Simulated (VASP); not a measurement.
# BeSe4: single point with PBE

Crystal: BeSe4.

```
Be Se
1.0
     5.22517    0.00000    0.00000
     0.00000    5.22517    0.00000
     0.00000    0.00000    4.17288
Be Se
1 4
Direct
  0.50000 0.50000 0.50000
  0.00000 0.00000 0.50000
  0.00000 0.50000 0.00000
  0.50000 0.00000 0.00000
  0.50000 0.50000 0.00000
```

| Item | Value |
| --- | --- |
| Program | VASP 6.6.1 |
| Task | single point |
| Functional | PBE |
| Potentials or basis | VASP PAW PBE potentials, release 64 (Be, Se) |
| Cutoff | 520 eV |
| k mesh | 4 × 4 × 4 |
| Occupations | gaussian, width 0.1 eV |
| Spin | no spin polarisation |

```yaml
Pressure: -0.1 GPa
Band_gap_on_the_k_mesh: zero (band 13 reaches 4.39 eV, above the bottom of band 14 at 2.23 eV)
```

Levels at points of the mesh, in eV from the Fermi level:
```tsv
k point	band 10	band 11	band 12	band 13	band 14	band 15	band 16	band 17
(0.00, 0.00, 0.00)	-2.16	-0.91	-0.42	0.71	0.71	0.85	3.08	3.08
(0.50, 0.00, 0.00)	-2.33	-1.47	-1.11	-0.96	0.06	0.75	0.82	2.67
(0.50, 0.50, 0.00)	-1.72	-1.72	-1.57	-1.57	-1.42	-1.14	-0.41	-0.10
(0.00, 0.00, 0.50)	-2.07	-1.91	-1.45	-1.45	-1.44	1.25	1.25	4.13
(0.50, 0.00, 0.50)	-2.51	-2.14	-1.74	-1.72	0.37	0.68	1.05	2.92
(0.50, 0.50, 0.50)	-2.53	-2.01	-1.41	-0.21	0.52	0.52	0.90	3.04
```

It took 27 s on 1 thread of Intel(R) Xeon(R) Platinum 8488C (Sapphire Rapids), with other jobs on the host, peak memory 0.22 GiB.

Caveat: the k points lie up to 0.38 Å⁻¹ apart.
